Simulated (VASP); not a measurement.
# Cr (P6_3/mmc) in VASP: notebook, part 2 of 3

VASP 6.6.1.

## (4) Single point, RPBE (volume scaled by 1.04)

Input file INCAR:

```
  PREC = Accurate
  ENCUT = 520
  EDIFF = 1E-7
  ISMEAR = -1
  SIGMA = 0.1
  LREAL = False
  LASPH = True
  NELM = 100
  ALGO = Normal
  ISIF = 2
  LWAVE = False
  LCHARG = True
  GGA = RP
  LELF = True
  LVHAR = True
  NBANDS = 19
```

Input file KPOINTS:

```
Automatic mesh
0
Gamma
  16 16 8
```

Input file POSCAR:

```
Cr
1.0
    2.5398928492      0.0000000000      0.0000000000
   -1.2699464246      2.1996117303      0.0000000000
    0.0000000000      0.0000000000      4.5371526607
Cr
2
Direct
    0.3333333333      0.6666666667      0.2500000000
    0.6666666667      0.3333333333      0.7500000000
```

Potentials or basis: VASP PAW PBE potentials, release 64 (Cr_pv).

Launch:

```sh
> cat potpaw_PBE.64/Cr_pv/POTCAR > POTCAR
> mpirun -np 1 vasp_std > vasp.out
```

OUTCAR:

```text
PREC = Accurate
   ENCUT = 520
   EDIFF = 1E-7
   ISMEAR = -1
   LREAL = False
   LASPH = True
   NELM = 100
   ISIF = 2
   GGA = RP

 ion  position               nearest neighbor table
   1  0.333  0.667  0.250-   2 2.70   2 2.70   2 2.70   2 2.70   2 2.70   2 2.70
   2  0.667  0.333  0.750-   1 2.70   1 2.70   1 2.70   1 2.70   1 2.70   1 2.70

  LATTYP: Found a hexagonal cell.
 ALAT       =     2.5398928492
 C/A-ratio  =     1.7863559331

  Lattice vectors:

 A1 = (   2.5398928492,   0.0000000000,   0.0000000000)
 A2 = (  -1.2699464246,   2.1996117303,   0.0000000000)
 A3 = (   0.0000000000,   0.0000000000,   4.5371526607)

Analysis of symmetry for initial positions (statically):
=====================================================================
 Subroutine PRICEL returns:
 Original cell was already a primitive cell.

 Routine SETGRP: Setting up the symmetry group for a
 hexagonal supercell.

 Subroutine GETGRP returns: Found 24 space group operations
 (whereof 12 operations were pure point group operations)
 out of a pool of 24 trial point group operations.

The static configuration has the point symmetry D_3d.
 The point group associated with its full space group is D_6h.

Analysis of symmetry for dynamics (positions and initial velocities):
=====================================================================
 Subroutine PRICEL returns:
 Original cell was already a primitive cell.

 Routine SETGRP: Setting up the symmetry group for a
 hexagonal supercell.

 Subroutine GETGRP returns: Found 24 space group operations
 (whereof 12 operations were pure point group operations)
 out of a pool of 24 trial point group operations.

The dynamic configuration has the point symmetry D_3d.
 The point group associated with its full space group is D_6h.

 Subroutine INISYM returns: Found 24 space group operations
 (whereof 12 operations are pure point group operations),
 and found     1 'primitive' translations

----------------------------------------------------------------------------------------

                                     Primitive cell

  volume of cell :      25.3481

  direct lattice vectors                    reciprocal lattice vectors
     2.539892849  0.000000000  0.000000000     0.393717397  0.227312845  0.000000000
    -1.269946425  2.199611730  0.000000000     0.000000000  0.454625690  0.000000000
     0.000000000  0.000000000  4.537152661     0.000000000  0.000000000  0.220402546

  length of vectors
     2.539892849  2.539892849  4.537152661     0.454625690  0.454625690  0.220402546

  position of ions in fractional coordinates (direct lattice)
     0.333333333  0.666666667  0.250000000
     0.666666667  0.333333333  0.750000000

  ion indices of the primitive-cell ions
   primitive index   ion index
                 1           1
                 2           2

----------------------------------------------------------------------------------------

 KPOINTS: Automatic mesh

Automatic generation of k-mesh.
 Grid dimensions read from file:
 generate k-points for:   16   16    8

 Generating k-lattice:

  Cartesian coordinates                     Fractional coordinates (reciprocal lattice)
     0.024607337  0.014207053  0.000000000     0.062500000 -0.000000000  0.000000000
     0.000000000  0.028414106  0.000000000     0.000000000  0.062500000  0.000000000
     0.000000000  0.000000000  0.027550318     0.000000000  0.000000000  0.125000000

  Length of vectors
     0.028414106  0.028414106  0.027550318

  Shift w.r.t. Gamma in fractional coordinates (k-lattice)
     0.000000000  0.000000000  0.000000000

 Subroutine IBZKPT returns following result:
 ===========================================

 Found    150 irreducible k-points:

 Following reciprocal coordinates:
            Coordinates               Weight
  0.000000  0.000000  0.000000      1.000000
  0.062500 -0.000000  0.000000      6.000000
  0.125000 -0.000000  0.000000      6.000000
  0.187500 -0.000000  0.000000      6.000000
  0.250000 -0.000000  0.000000      6.000000
  0.312500 -0.000000  0.000000      6.000000
[... 16 lines left out ...]
  0.187500  0.187500  0.000000      6.000000
  0.250000  0.187500  0.000000     12.000000
 [... further k-points ...]
   k-points           NKPTS =    150   k-points in BZ     NKDIM =    150   number of bands    NBANDS=     19
   number of dos      NEDOS =    301   number of ions     NIONS =      2
   total plane-waves  NPLWV =  14400
   dimension x,y,z NGX =    20 NGY =   20 NGZ =   36
   dimension x,y,z NGXF=    40 NGYF=   40 NGZF=   72
   ions per type =               2
   NGX,Y,Z   is equivalent  to a cutoff of  13.09, 13.09, 13.19 a.u.
   NGXF,Y,Z  is equivalent  to a cutoff of  26.18, 26.18, 26.38 a.u.
 SYSTEM =  unknown system
   PREC   = accura    normal or accurate (medium, high low for compatibility)
   ISTART =      0    job   : 0-new  1-cont  2-samecut
   ICHARG =      2    charge: 1-file 2-atom 10-const
   ISPIN  =      1    spin polarized calculation?
   LNONCOLLINEAR =      F non collinear calculations
   LSORBIT =      F    spin-orbit coupling
   LASPH  =      T    aspherical Exc in radial PAW
   ENCUT  =  520.0 eV  38.22 Ry    6.18 a.u.   4.72  4.72  8.44*2*pi/ulx,y,z
   NELM   =    100;   NELMIN=  2; NELMDL= -5     # of ELM steps
   EDIFF  = 0.1E-06   stopping-criterion for ELM
   LREAL  =      F    real-space projection
   EDIFFG = 0.1E-05   stopping-criterion for IOM
   NSW    =      0    number of steps for IOM
   IBRION =     -1    ionic relax: 0-MD 1-quasi-New 2-CG
   NFREE  =      0    steps in history (QN), initial steepest desc. (CG)
   ISIF   =      2    stress and relaxation
   ISYM   =      2    0-nonsym 1-usesym 2-fastsym
   POTIM  = 0.5000    time-step for ionic-motion
   TEBEG  =    0.0;   TEEND  =   0.0 temperature during run
   PSTRESS=    0.0 pullay stress
   NELECT =      24.0000    total number of electrons
   NUPDOWN=      -1.0000    fix difference up-down
   EMIN   =  10.00;   EMAX   =-10.00  energy-range for DOS
   EFERMI =   0.00;   METHOD = LEGACY
   ISMEAR =    -1;   SIGMA  =   0.10  broadening in eV -4-tet -1-fermi 0-gaus
   EFERMI_NEDOS =   21; number of points for ismear=-14 and -15
   IALGO  =     38    algorithm
   IMIX   =      4    mixing-type and parameters
     AMIX     =   0.40;   BMIX     =  1.00
     AMIX_MAG =   1.60;   BMIX_MAG =  1.00
  volume/ion in A,a.u.               =      12.67        85.53
  Fermi-wavevector in a.u.,A,eV,Ry     =   1.607547  3.037823 35.160269  2.584207
  Thomas-Fermi vector in A             =   2.703558
   LORBIT       =      0    0 simple, 1 ext, 2 COOP (PROOUT), +10 PAW based schemes
   GGA     = RP    functional components
   LHFCALC =     F    Hartree Fock is set to
   AEXX    =    0.0000 exact exchange contribution
   IVDW    =     0    specifies the selected vdW correction
   LEPSILON=     F    determine dielectric tensor
   LRPA    =     F    only Hartree local field effects (RPA)
 non-spin polarized calculation
  energy-cutoff  :      520.00
  volume of cell :       25.35
 maximum number of plane-waves:       695
 NGX is ok and might be reduce to    20
   NGX =  9   NGY =  9   NGZ = 17

 number of electron      23.9999985 magnetization

 Free energy of the ion-electron system (eV)
  ---------------------------------------------------
  ext. energy  EPLUGINS =         0.00000000
  ---------------------------------------------------
  free energy    TOTEN  =       -17.20667320 eV

  energy without entropy =      -17.09253144  energy(sigma->0) =      -17.14960232

 E-fermi :   9.6754     XC(G=0): -13.0039

 val. band max:        9.6691879243   @ k =   0.3125   0.2500   0.1250
 cond. band min:       9.6784576502   @ k =   0.3750   0.1250   0.1250
 fundamental gap:      0.0092697259
 Fermi energy:         9.6754122375

 k-point     1 :       0.0000    0.0000    0.0000
  band No.  band energies     occupation
      1     -33.6038      2.00000
      2     -33.0676      2.00000
      3     -32.9227      2.00000
      4     -32.9227      2.00000
      5     -32.8704      2.00000
      6     -32.8704      2.00000
[... 11 lines left out ...]
     18      11.6839      0.00000
     19      16.9642      0.00000
[... 485 lines left out ...]
 k-point    24 :       0.2500    0.1875    0.0000
  band No.  band energies     occupation
      1     -33.4391      2.00000
      2     -33.4072      2.00000
      3     -33.3669      2.00000
      4     -33.1445      2.00000
      5     -33.1238      2.00000
      6     -33.0812      2.00000
[... 11 lines left out ...]
     18      17.1136      0.00000
     19      17.1285      0.00000

 [... further k-points ...]

------------------------ aborting loop because EDIFF is reached ----------------------------------------

  FORCE on cell =-STRESS in cart. coord.  units (eV):
  Direction    XX          YY          ZZ          XY          YZ          ZX
  --------------------------------------------------------------------------------------
  -------------------------------------------------------------------------------------
  Total       -1.3472724     -1.3472724     -1.1977577      0.0000000      0.0000000      0.0000000
  in kB      -85.1571603    -85.1571603    -75.7067713      0.0000000      0.0000000      0.0000000
  external PRESSURE =     -82.0070307 kB  Pullay stress =       0.0000000 kB

 VOLUME and BASIS-vectors are now :
 -----------------------------------------------------------------------------
  energy-cutoff  :      520.00
  volume of cell :       25.35
      direct lattice vectors                 reciprocal lattice vectors
     2.539892849  0.000000000  0.000000000     0.393717397  0.227312845  0.000000000
    -1.269946425  2.199611730  0.000000000     0.000000000  0.454625690  0.000000000
     0.000000000  0.000000000  4.537152661     0.000000000  0.000000000  0.220402546

 POSITION                                       TOTAL-FORCE (eV/Angst)
 -----------------------------------------------------------------------------------
     -0.00000      1.46641      1.13429         0.000000      0.000000      0.000000
      1.26995      0.73320      3.40286        -0.000000     -0.000000      0.000000
 -----------------------------------------------------------------------------------
    total drift:                               -0.000000      0.000000     -0.000000

  FREE ENERGIE OF THE ION-ELECTRON SYSTEM (eV)
  ---------------------------------------------------
  free  energy   TOTEN  =       -17.2066732003 eV

  energy  without entropy=      -17.0925314357  energy(sigma->0) =      -17.14960232
```

Wall time 49 s (1 thread of Intel Xeon Platinum 8375C at 2.90GHz (Ice Lake), shared host); peak memory 0.18 GiB.

Results:

```yaml
Free_energy: -17.2067 eV
Pressure: -8.2 GPa
Band_gap_on_the_k_mesh: zero (band 12 reaches 10.56 eV, above the bottom of band 13 at 9.39 eV)
```

Stress tensor (GPa, compression positive):
```
-8.52  0.00  0.00
 0.00 -8.52  0.00
 0.00  0.00 -7.57
```

Levels at points of the mesh, in eV from the Fermi level:
| k point | band 9 | band 10 | band 11 | band 12 | band 13 | band 14 | band 15 | band 16 |
| --- | --- | --- | --- | --- | --- | --- | --- | --- |
| (0.00, 0.00, 0.00) | -1.10 | -0.31 | -0.31 | -0.31 | -0.01 | -0.01 | 0.99 | 0.99 |
| (0.50, 0.00, 0.00) | -3.09 | -0.84 | -0.63 | -0.28 | -0.11 | 2.11 | 2.57 | 2.68 |
| (0.00, 0.00, 0.50) | -1.48 | -1.48 | -0.28 | -0.28 | -0.28 | -0.28 | 1.65 | 1.65 |
| (0.50, 0.00, 0.50) | -2.25 | -2.25 | 0.88 | 0.88 | 1.15 | 1.15 | 2.63 | 2.63 |

Caveat: the PAW data sets were made with another functional, which shifts forces and pressure a little; the run has no spin polarisation, though such a crystal can be magnetic. Spin polarisation is off, so any magnetic state and its effect on volume and gap are missing.

## (5) Single point, RPBE (volume scaled by 1.08)

Input file INCAR:

```
SYSTEM = Cr
ALGO = Normal ; EDIFF = 1E-7
ENCUT = 520 ; GGA = RP
ISIF = 2 ; ISMEAR = -1
LASPH = .True. ; LCHARG = .True.
LELF = .True. ; LREAL = .False.
LVHAR = .True. ; LWAVE = .False.
NBANDS = 19 ; NELM = 80
PREC = Accurate ; SIGMA = 0.1
```

Input file KPOINTS:

```
k-points
0
Gamma
  16 16 8
  0 0 0
```

Input file POSCAR:

```
Cr
1.0
    2.5720468050      0.0000000000      0.0000000000
   -1.2860234025      2.2274578729      0.0000000000
    0.0000000000      0.0000000000      4.5945910704
Cr
2
Direct
    0.3333333333      0.6666666667      0.2500000000
    0.6666666667      0.3333333333      0.7500000000
```

Launch:

```sh
> cat potpaw_PBE.64/Cr_pv/POTCAR > POTCAR
> mpirun -np 1 vasp_std > vasp.out
```

Run time: 71 s. Hardware: 1 thread of Intel Xeon Platinum 8375C at 2.90GHz (Ice Lake), shared host; peak memory 0.18 GiB.

Results (log left out):

```
Free energy            : -17.1369 eV
Pressure               : -14.6 GPa
Band gap on the k mesh : zero (band 12 reaches 10.04 eV, above the bottom of band 13 at 8.93 eV)
```

Stress tensor (GPa, compression positive):
```
-15.18   0.00   0.00
  0.00 -15.18   0.00
  0.00   0.00 -13.55
```

Levels at points of the mesh, in eV from the Fermi level:
| k point | band 10 | band 11 | band 12 | band 13 | band 14 | band 15 |
| --- | --- | --- | --- | --- | --- | --- |
| (0.00, 0.00, 0.00) | -0.33 | -0.28 | -0.28 | 0.00 | 0.00 | 0.94 |
| (0.50, 0.00, 0.00) | -0.79 | -0.63 | -0.27 | -0.10 | 2.00 | 2.44 |
| (0.00, 0.00, 0.50) | -1.41 | -0.26 | -0.26 | -0.26 | -0.26 | 1.56 |
| (0.50, 0.00, 0.50) | -2.13 | 0.84 | 0.84 | 1.08 | 1.08 | 2.50 |

Caveat: the PAW data sets were made with another functional, which shifts forces and pressure a little; the run has no spin polarisation, though such a crystal can be magnetic.

(Part 2 of 3 ends here.)
